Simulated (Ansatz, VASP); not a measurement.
CoSi2 in VASP and in Ansatz

The input INCAR:

```
SYSTEM = CoSi2
PREC = Accurate ; ENCUT = 520
EDIFF = 1E-6 ; ISMEAR = 0
SIGMA = 0.15 ; LREAL = .False.
LASPH = .True. ; NELM = 80
ALGO = Normal ; ISIF = 2
LWAVE = .False. ; LCHARG = .False.
GGA = PE ; NBANDS = 16
```

The input KPOINTS:

```
Automatic mesh
0
Gamma
  18 18 18
  0 0 0
```

POSCAR

```
CoSi2
1.0
    0.0000000000      2.8291237398      2.4047551788
    2.8291237398      0.0000000000      2.4047551788
    2.8291237398      2.8291237398      0.0000000000
Co Si
1 2
Direct
    0.0000000000      0.0000000000      0.0000000000
    0.2500000000      0.2500000000      0.2500000000
    0.7500000000      0.7500000000      0.7500000000
```

Input for Ansatz:

```yaml
crystal:
  lattice:
    - [0.0, 2.8291237398, 2.4047551788]
    - [2.8291237398, 0.0, 2.4047551788]
    - [2.8291237398, 2.8291237398, 0.0]
  atoms:
    - { symbol: Co, position: [0.0, 0.0, 0.0] }
    - { symbol: Si, position: [0.25, 0.25, 0.25] }
    - { symbol: Si, position: [0.75, 0.75, 0.75] }
basis:
  ecutwfc: 420
kpoints:
  mp_grid: { grid: [18, 18, 18] }
hamiltonian:
  xc: pbe
scf:
  occupations: { method: gaussian, width: 0.15 }
output:
  forces: true
  stress: true
  eigenvalues: true
```

Alike in both runs: task single point; functional PBE; k mesh 18 × 18 × 18; occupations gaussian, width 0.15 eV; no spin polarisation.

|  | VASP | Ansatz |
| --- | --- | --- |
| version | VASP 6.6.1 | Ansatz 0.2.0 |
| potentials or method | VASP PAW PBE potentials, release 64 (Co, Si), cutoff 520 eV | scalar-relativistic, plane waves, PAW |
| valence electrons in the cell | 17 | 25 |

Ansatz gave:

```
gap on the k mesh at the Fermi level (eV)                     : none
pressure (GPa)                                                : 2.3
traceless stress, the component that is largest in VASP (GPa) : 15.84
```

**Question.** What did VASP give for the same quantities?

**Answer.** gap on the k mesh at the Fermi level (eV): none; pressure (GPa): 2.1; traceless stress, the component that is largest in VASP (GPa): 15.77.

A gap of «none» marks a metal or a gap that the smearing closes. VASP's potentials hold 17 valence electrons a cell and Ansatz's 25, so a difference there can come from the potentials and not from the codes.
